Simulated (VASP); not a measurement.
Al3GaN4, 8 atoms in the cell. Symmetry: P-4m2, No. 115, tetragonal system. The conventional cell has a = 3.142 Å, b = 3.142 Å, c = 8.860 Å, α = 90.00°, β = 90.00°, γ = 90.00°. Within 2.5 Å of Al (site symmetry 2mm) lie 4 N at 1.90 to 1.91 Å. Al (site symmetry -4m2) has 4 N at 1.91 Å within 2.5 Å. Within 2.6 Å of Ga (site symmetry -4m2) lie 4 N at 1.96 Å. Within 2.5 Å of N (site symmetry 2mm) lie 2 Al at 1.90 Å and 2 Ga at 1.96 Å. N (site symmetry 2mm) has 4 Al at 1.91 Å within 2.5 Å. 

```yaml
Program: VASP 6.6.1
Task: single point
Functional: PBE
Potentials_or_basis: VASP PAW PBE potentials, release 64 (Al, Ga_d, N)
Cutoff: 520 eV
k_mesh: 8 × 8 × 4
Occupations: gaussian, width 0.02 eV
Spin: no spin polarisation
Dipole_correction: no
Further_INCAR_settings: ALGO = Normal; EDIFF = 1e-06; NBANDS = 31
```

Potentials or basis: VASP PAW PBE potentials, release 64 (Al, Ga_d, N).

Command:

```console
$ cat potpaw_PBE.64/Al/POTCAR potpaw_PBE.64/Ga_d/POTCAR potpaw_PBE.64/N/POTCAR > POTCAR
$ mpirun -np 1 vasp_std > vasp.out
```

Hardware: 1 thread of Intel Xeon 6975P-C, with other jobs on the host.

Task: Estimate the wall time of this run.

Result: It took 91 s on 1 thread of Intel Xeon 6975P-C (shared host), peak memory 0.26 GiB. Counts: scf iterations 14, k points 45.
